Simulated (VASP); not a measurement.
A run of VASP 6.6.1:

The input INCAR:

```
SYSTEM = Be9S7
PREC = Accurate
ENCUT = 520
EDIFF = 1E-6
ISMEAR = -1
SIGMA = 0.05
LREAL = Auto
LASPH = .TRUE.
NELM = 80
ALGO = Normal
ISIF = 2
LWAVE = .FALSE.
LCHARG = .FALSE.
GGA = PS
NBANDS = 44
```

The input KPOINTS:

```
Automatic mesh
0
Gamma
  2 2 2
  0.5 0.5 0.5
```

POSCAR

```
Be9S7
1.0
    0.0000000000      4.8379960000      4.8379960000
    4.8379960000      0.0000000000      4.8379960000
    4.8379960000      4.8379960000      0.0000000000
Be S
9 7
Direct
    0.9997990000      0.0050810000      0.0165920000
    0.4851920000      0.4876270000      0.5051800000
    0.6220690000      0.6249790000      0.6377540000
    0.0159190000      0.9950650000      0.4966860000
    0.5051150000      0.4976340000      0.0068460000
    0.9919660000      0.4876250000      0.0378710000
    0.4956400000      0.9971090000      0.5079110000
    0.5031790000      0.9718290000      0.0096810000
    0.9882090000      0.4867450000      0.5182220000
    0.1173130000      0.1271700000      0.1292550000
    0.1275380000      0.1151700000      0.6246530000
    0.6301140000      0.6295880000      0.1216450000
    0.1458610000      0.6026010000      0.1135650000
    0.6244520000      0.1178720000      0.6172960000
    0.6118160000      0.1272930000      0.1296730000
    0.1196260000      0.6276790000      0.6216000000
```

Potentials or basis: VASP PAW PBE potentials, release 64 (Be, S).

Launch:

```sh
$ cat potpaw_PBE.64/Be/POTCAR potpaw_PBE.64/S/POTCAR > POTCAR
$ mpirun -np 1 vasp_std > vasp.out
```

Hardware: 1 thread of Intel(R) Xeon(R) Platinum 8259CL CPU @ 2.50GHz (Skylake/Cascade Lake), with other jobs on the host.

Problem. How long does it take, and how much memory?

Solution. Run time: 5.8 min on 1 thread of Intel(R) Xeon(R) Platinum 8259CL CPU @ 2.50GHz (Skylake/Cascade Lake) (shared host), peak memory 0.42 GiB. Counts: scf iterations 14, k points 16.
